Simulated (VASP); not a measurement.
TaRu, 2 atoms in the cell. It takes space group P4/mmm (No. 123, tetragonal). Conventional cell: a = 3.044 Å, b = 3.044 Å, c = 3.187 Å, α = 90.00°, β = 90.00°, γ = 90.00°. Within 3.5 Å of Ta (site symmetry 4/mmm) lie 8 Ru at 2.68 Å and 6 Ta at 3.04 to 3.19 Å. Ru (site symmetry 4/mmm) has 8 Ta at 2.68 Å and 6 Ru at 3.04 to 3.19 Å within 3.5 Å.  This cell differs from its parent crystal: strain -0.0450 x Voigt [1, 1, 0, 0, 0, 0].

| Item | Value |
| --- | --- |
| Program | VASP 6.6.1 |
| Task | single point |
| Functional | PBEsol |
| Potentials or basis | VASP PAW PBE potentials, release 64 (Ta_pv, Ru_pv) |
| Cutoff | 520 eV |
| k mesh | 16 × 16 × 16 |
| Occupations | gaussian, width 0.15 eV |
| Spin | no spin polarisation |
| Dipole correction | no |
| Further INCAR settings | ALGO = Fast; EDIFF = 1e-06; NBANDS = 20 |

Potentials or basis: VASP PAW PBE potentials, release 64 (Ta_pv, Ru_pv).

The run is started by

```sh
$ cat potpaw_PBE.64/Ta_pv/POTCAR potpaw_PBE.64/Ru_pv/POTCAR > POTCAR
$ mpirun -np 1 vasp_std > vasp.out
```

Hardware: 1 thread of Intel(R) Xeon(R) Platinum 8488C (Sapphire Rapids), with other jobs on the host.

Problem. Estimate the wall time of this run.

Solution. It took 91 s on 1 thread of Intel(R) Xeon(R) Platinum 8488C (Sapphire Rapids), with other jobs on the host, peak memory 0.34 GiB. Counts: scf iterations 14, k points 405.
